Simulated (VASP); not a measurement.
# SrGe2Mo2 (P4/mmm) in VASP: single point with PBE

Aim: the single point of SrGe2Mo2 with PBE.

Everything below comes from runs of VASP 6.6.1. Logs are shortened: lines on timing, memory, paths and dates and some standing lists are left out, and cuts for length are marked.

## Step 1: The cell of the first run

The structure is tetragonal, space group P4/mmm (No. 123). Conventional cell: a = 3.670 Å, b = 3.670 Å, c = 10.271 Å, α = 90.00°, β = 90.00°, γ = 90.00°. Within 4.1 Å of Sr (site symmetry 4/mmm) lie 2 Ge at 3.14 Å and 4 Sr at 3.67 Å. Within 3.7 Å of Ge (site symmetry 4mm) lie 4 Mo at 2.71 Å and 1 Sr at 3.14 Å and 4 Ge at 3.67 Å. Within 3.4 Å of Mo (site symmetry mmm) lie 4 Mo at 2.60 Å and 4 Ge at 2.71 Å.

The cell was generated, and may not be a known phase.

## Step 2: Single point, PBE

The input, INCAR:

```
PREC     = Accurate       # precision mode
ENCUT    = 520            # plane-wave cutoff, eV
EDIFF    = 1E-7           # SCF threshold, eV
ISMEAR   = 0              # smearing method
SIGMA    = 0.1            # smearing width, eV
LREAL    = False          # projectors in reciprocal space
LASPH    = True           # aspherical terms in the spheres
NELM     = 80             # most SCF steps
ALGO     = Normal         # electronic algorithm
ISIF     = 2              # what is computed and relaxed
LWAVE    = False          # write WAVECAR
LCHARG   = False          # write CHGCAR
GGA      = PE             # functional
NBANDS   = 41             # bands
```

The input, KPOINTS:

```
Automatic mesh
0
Gamma
  4 4 4
```

The input, POSCAR:

```
SrGe2Mo2
1.0
    3.6704802015      0.0000000000      0.0000000000
    0.0000000000      3.6704802015      0.0000000000
    0.0000000000      0.0000000000     10.2708729944
Sr Ge Mo
1 2 2
Direct
    0.5000000000      0.5000000000      0.7127407930
    0.5000000000      0.5000000000      1.0184264191
    0.5000000000      0.5000000000      0.4070492144
    0.5000000000      0.0000000000      0.2127360518
    0.0000000000      0.5000000000      0.2127360518
```

Potentials or basis: VASP PAW PBE potentials, release 64 (Sr_sv, Ge_d, Mo_sv).

Run with:

```console
$ cat potpaw_PBE.64/Sr_sv/POTCAR potpaw_PBE.64/Ge_d/POTCAR potpaw_PBE.64/Mo_sv/POTCAR > POTCAR
$ mpirun -np 1 vasp_std > vasp.out
```

OUTCAR:

```text
PREC = Accurate
   ENCUT = 520
   EDIFF = 1E-7
   ISMEAR = 0
   LREAL = False
   LASPH = True
   NELM = 80
   ISIF = 2
   GGA = PE

 ion  position               nearest neighbor table
   1  0.500  0.500  0.713-   2 3.14   3 3.14
   2  0.500  0.500  0.018-   4 2.71   5 2.71   4 2.71   5 2.71   1 3.14
   3  0.500  0.500  0.407-   4 2.71   5 2.71   4 2.71   5 2.71   1 3.14
   4  0.500  0.000  0.213-   5 2.60   5 2.60   5 2.60   5 2.60   2 2.71   2 2.71   3 2.71   3 2.71

   5  0.000  0.500  0.213-   4 2.60   4 2.60   4 2.60   4 2.60   2 2.71   2 2.71   3 2.71   3 2.71

  LATTYP: Found a simple tetragonal cell.
 ALAT       =     3.6704802015
 C/A-ratio  =     2.7982368602

  Lattice vectors:

 A1 = (   3.6704802015,   0.0000000000,   0.0000000000)
 A2 = (   0.0000000000,   3.6704802015,   0.0000000000)
 A3 = (   0.0000000000,   0.0000000000,  10.2708729944)

Analysis of symmetry for initial positions (statically):
=====================================================================
 Subroutine PRICEL returns:
 Original cell was already a primitive cell.

 Routine SETGRP: Setting up the symmetry group for a
 simple tetragonal supercell.

 Subroutine GETGRP returns: Found 16 space group operations
 (whereof  8 operations were pure point group operations)
 out of a pool of 16 trial point group operations.

The static configuration has the point symmetry C_4v.
 The point group associated with its full space group is D_4h.

Analysis of symmetry for dynamics (positions and initial velocities):
=====================================================================
 Subroutine PRICEL returns:
 Original cell was already a primitive cell.

 Routine SETGRP: Setting up the symmetry group for a
 simple tetragonal supercell.

 Subroutine GETGRP returns: Found 16 space group operations
 (whereof  8 operations were pure point group operations)
 out of a pool of 16 trial point group operations.

The dynamic configuration has the point symmetry C_4v.
 The point group associated with its full space group is D_4h.

 Subroutine INISYM returns: Found 16 space group operations
 (whereof  8 operations are pure point group operations),
 and found     1 'primitive' translations

----------------------------------------------------------------------------------------

                                     Primitive cell

  volume of cell :     138.3736

  direct lattice vectors                    reciprocal lattice vectors
[... 87 lines left out ...]
   LREAL  =      F    real-space projection
   EDIFFG = 0.1E-05   stopping-criterion for IOM
   NSW    =      0    number of steps for IOM
   IBRION =     -1    ionic relax: 0-MD 1-quasi-New 2-CG
   NFREE  =      0    steps in history (QN), initial steepest desc. (CG)
   ISIF   =      2    stress and relaxation
   ISYM   =      2    0-nonsym 1-usesym 2-fastsym
   POTIM  = 0.5000    time-step for ionic-motion
   TEBEG  =    0.0;   TEEND  =   0.0 temperature during run
   PSTRESS=    0.0 pullay stress
   NELECT =      66.0000    total number of electrons
   NUPDOWN=      -1.0000    fix difference up-down
   EMIN   =  10.00;   EMAX   =-10.00  energy-range for DOS
   EFERMI =   0.00;   METHOD = LEGACY
   ISMEAR =     0;   SIGMA  =   0.10  broadening in eV -4-tet -1-fermi 0-gaus
   EFERMI_NEDOS =   21; number of points for ismear=-14 and -15
   IALGO  =     38    algorithm
   IMIX   =      4    mixing-type and parameters
     AMIX     =   0.40;   BMIX     =  1.00
     AMIX_MAG =   1.60;   BMIX_MAG =  1.00
  volume/ion in A,a.u.               =      27.67       186.76
  Fermi-wavevector in a.u.,A,eV,Ry     =   1.279102  2.417152 22.260510  1.636101
  Thomas-Fermi vector in A             =   2.411606
   LORBIT       =      0    0 simple, 1 ext, 2 COOP (PROOUT), +10 PAW based schemes
   GGA     = PE    functional components
   LHFCALC =     F    Hartree Fock is set to
   AEXX    =    0.0000 exact exchange contribution
   IVDW    =     0    specifies the selected vdW correction
   LEPSILON=     F    determine dielectric tensor
   LRPA    =     F    only Hartree local field effects (RPA)
 non-spin polarized calculation
 Gauss-broadening in eV      SIGMA  =   0.10
  energy-cutoff  :      520.00
  volume of cell :      138.37
 maximum number of plane-waves:      3752
 NGX is ok and might be reduce to    28
   NGX = 13   NGY = 13   NGZ = 39

 number of electron      66.0000027 magnetization

 Free energy of the ion-electron system (eV)
  ---------------------------------------------------
  ext. energy  EPLUGINS =         0.00000000
  ---------------------------------------------------
  free energy    TOTEN  =       -30.41657837 eV

  energy without entropy =      -30.39283163  energy(sigma->0) =      -30.40470500

 E-fermi :   4.3032     XC(G=0):  -9.4505

 val. band max:        4.2677402379   @ k =   0.2500   0.0000   0.2500
 cond. band min:       4.3325106201   @ k =   0.5000   0.2500   0.0000
 fundamental gap:      0.0647703822
 Fermi energy:         4.3032445973

 k-point     1 :       0.0000    0.0000    0.0000
  band No.  band energies     occupation
      1     -56.5777      2.00000
      2     -56.1851      2.00000
      3     -31.9473      2.00000
      4     -31.1394      2.00000
      5     -31.1394      2.00000
      6     -30.6731      2.00000
[... 781 lines left out ...]
     40       6.7935      0.00000
     41       7.2578      0.00000

------------------------ aborting loop because EDIFF is reached ----------------------------------------

  FORCE on cell =-STRESS in cart. coord.  units (eV):
  Direction    XX          YY          ZZ          XY          YZ          ZX
  --------------------------------------------------------------------------------------
  -------------------------------------------------------------------------------------
  Total        0.1431486      0.1431486      0.1076955      0.0000000      0.0000000      0.0000000
  in kB        1.6574663      1.6574663      1.2469673      0.0000000      0.0000000      0.0000000
  external PRESSURE =       1.5206333 kB  Pullay stress =       0.0000000 kB

 VOLUME and BASIS-vectors are now :
 -----------------------------------------------------------------------------
  energy-cutoff  :      520.00
  volume of cell :      138.37
      direct lattice vectors                 reciprocal lattice vectors
     3.670480202  0.000000000  0.000000000     0.272443916  0.000000000  0.000000000
     0.000000000  3.670480202  0.000000000     0.000000000  0.272443916  0.000000000
     0.000000000  0.000000000 10.270872994     0.000000000  0.000000000  0.097362707

 POSITION                                       TOTAL-FORCE (eV/Angst)
 -----------------------------------------------------------------------------------
      1.83524      1.83524      7.32047        -0.000000      0.000000      0.000000
      1.83524      1.83524      0.18926        -0.000000     -0.000000     -0.032615
      1.83524      1.83524      4.18075        -0.000000      0.000000      0.032615
      1.83524      0.00000      2.18498        -0.000000      0.000000      0.000000
      0.00000      1.83524      2.18498         0.000000      0.000000      0.000000
 -----------------------------------------------------------------------------------
    total drift:                                0.000000      0.000000      0.290257

  FREE ENERGIE OF THE ION-ELECTRON SYSTEM (eV)
  ---------------------------------------------------
  free  energy   TOTEN  =       -30.4165783729 eV

  energy  without entropy=      -30.3928316257  energy(sigma->0) =      -30.40470500
```

stdout:

```text
POSCAR found type information on POSCAR SrGeMo
 POSCAR found :  3 types and       5 ions
 scaLAPACK will be used
 LDA part: xc-table for (Slater+PW92), standard interpolation
 POSCAR, INCAR and KPOINTS ok, starting setup
 FFT: planning ... GRIDC
 FFT: planning ... GRID_SOFT
 FFT: planning ... GRID
 WAVECAR not read
 entering main loop
```

Run time: 3.7 min. Hardware: 1 thread of Oxide Virtual Turin-like, shared host; peak memory 0.26 GiB.

Results:

- Free energy: -30.4166 eV
- Pressure: 0.2 GPa
- Largest force: 0.033 eV/Å
- Band gap on the k mesh: zero (bands 33 and 34 overlap by 1.19 eV)

Forces on the atoms (eV/Å):
```
Sr   0.000  0.000  0.000
Ge   0.000  0.000 -0.033
Ge   0.000  0.000  0.033
Mo   0.000  0.000  0.000
Mo   0.000  0.000  0.000
```

Levels at points of the mesh, in eV from the Fermi level:
```tsv
k point	band 30	band 31	band 32	band 33	band 34	band 35	band 36	band 37
(0.00, 0.00, 0.00)	-2.26	-0.58	-0.56	0.98	1.20	2.04	2.04	2.25
(0.50, 0.00, 0.00)	-1.32	-0.72	-0.43	-0.35	0.15	0.24	0.77	0.80
(0.50, 0.50, 0.00)	-1.81	-0.86	-0.86	-0.72	-0.12	0.96	0.96	1.80
(0.00, 0.00, 0.50)	-2.40	-0.95	-0.21	1.04	1.14	2.05	2.05	2.12
(0.50, 0.00, 0.50)	-1.31	-0.72	-0.43	0.15	0.15	0.43	0.70	0.75
(0.50, 0.50, 0.50)	-2.06	-0.72	-0.72	-0.10	-0.09	0.95	0.95	1.73
```

Caveat: the k points lie up to 0.43 Å⁻¹ apart, too coarse for converged energies and pressures of a metal.

The gap in the log of VASP goes by the Fermi energy; the results here count the filled bands.